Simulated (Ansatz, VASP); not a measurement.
Given: the input of a run of Ansatz 0.2.0 on Pb.

input.yaml

```yaml
crystal:
  lattice:
    - [3.5243661423, 0.0, 0.0]
    - [-1.7621830712, 3.0521906115, 0.0]
    - [0.0, 0.0, 11.9550514824]
  atoms:
    - { symbol: Pb, position: [0.6666666667, 0.3333333333, 0.75] }
    - { symbol: Pb, position: [0.0, 0.0, 0.5] }
    - { symbol: Pb, position: [0.3333333333, 0.6666666667, 0.25] }
    - { symbol: Pb, position: [0.0, 0.0, 0.0] }
hamiltonian:
  xc: pbesol
  pseudopotentials: { kind: paw }
kpoints:
  mp_grid: { grid: [7, 7, 2] }
scf:
  occupations: { method: fermi_dirac, width: 0.05 }
output:
  forces: true
  stress: true
  eigenvalues: true
```

Potentials or basis: Ansatz PAW.

Run with:

```sh
$ ansatz run input.yaml --threads 2 --pin off --max-ram 5632MiB --backend cpu --events-out ev --progress --plain --runs-dir out
```

Q: Set up the same calculation for VASP 6.6.1. Potentials there: VASP PAW PBE potentials, release 64 (Pb_d).

A: As run (the cutoff follows the program's own potentials):

INCAR

```
SYSTEM = Pb
PREC = Accurate ; ENCUT = 520
EDIFF = 1E-7 ; ISMEAR = -1
SIGMA = 0.05 ; LREAL = .FALSE.
LASPH = .TRUE. ; NELM = 80
ALGO = Normal ; ISIF = 2
LWAVE = .FALSE. ; LCHARG = .FALSE.
GGA = PS ; NBANDS = 36
```

KPOINTS

```
regular mesh
0
G
  7 7 2
  0 0 0
```

POSCAR

```
Pb
1.0
    3.5243661423      0.0000000000      0.0000000000
   -1.7621830712      3.0521906115      0.0000000000
    0.0000000000      0.0000000000     11.9550514824
Pb
4
Direct
    0.6666666667      0.3333333333      0.7500000000
    0.0000000000      0.0000000000      0.5000000000
    0.3333333333      0.6666666667      0.2500000000
    0.0000000000      0.0000000000      0.0000000000
```

Potentials or basis: VASP PAW PBE potentials, release 64 (Pb_d).

The run is started by

```console
$ cat potpaw_PBE.64/Pb_d/POTCAR > POTCAR
$ mpirun -np 1 vasp_std > vasp.out
```

Both were run:

|  | VASP | Ansatz | Ansatz less VASP |
| --- | --- | --- | --- |
| gap on the k mesh at the Fermi level (eV) | none | none | - |
| pressure (GPa) | -2.7 | -2.6 | +0.06 |
| traceless stress, the component that is largest in VASP (GPa) | -1.60 | -1.60 | +0.004 |

VASP's potentials were made for PBE, not for PBEsol. A gap of «none» marks a metal or a gap that the smearing closes.

Spin-orbit coupling is off throughout.
